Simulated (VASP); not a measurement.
Input of a VASP 6.6.1 run:

The input INCAR:

```
SYSTEM = PN
PREC     = Accurate       ! precision mode
ENCUT    = 600            ! plane-wave cutoff, eV
EDIFF    = 1E-6           ! SCF threshold, eV
ISMEAR   = 0              ! smearing method
SIGMA    = 0.02           ! smearing width, eV
LREAL    = .False.        ! projectors in reciprocal space
LASPH    = .True.         ! aspherical terms in the spheres
NELM     = 60             ! most SCF steps
ALGO     = Normal         ! electronic algorithm
ISIF     = 3              ! what is computed and relaxed
LWAVE    = .False.        ! write WAVECAR
LCHARG   = .False.        ! write CHGCAR
GGA      = PE             ! functional
IVDW     = 12             ! dispersion correction
IBRION   = 2              ! ionic algorithm
NSW      = 100            ! ionic steps
EDIFFG   = -0.01          ! ionic threshold
```

File KPOINTS:

```
Automatic mesh
0
Gamma
  12 12 12
  0 0 0
```

Contents of POSCAR:

```
PN
1.0
    0.0000000000      2.1567586826      2.1567586826
    2.1567586826      0.0000000000      2.1567586826
    2.1567586826      2.1567586826      0.0000000000
P N
1 1
Direct
    0.0000000000      0.0000000000      0.0000000000
    0.5000000000      0.5000000000      0.5000000000
```

Potentials or basis: VASP PAW PBE potentials, release 64 (P, N).

Launch:

```sh
$ cat potpaw_PBE.64/P/POTCAR potpaw_PBE.64/N/POTCAR > POTCAR
$ mpirun -np 1 vasp_std > vasp.out
```

(1) Estimate the relaxed cell.

(2) Predict the relaxed volume.

(3) What does it give for the band gap on the k mesh?

(4) Predict the dispersion energy per atom.

## Answers

(1) a = 3.047 Å, b = 3.047 Å, c = 3.047 Å, α = 60.00°, β = 60.00°, γ = 60.00°.

(2) 10.00 Å³/atom.

(3) 0.19 eV, indirect (least direct gap 0.48 eV).

(4) -0.330 eV.
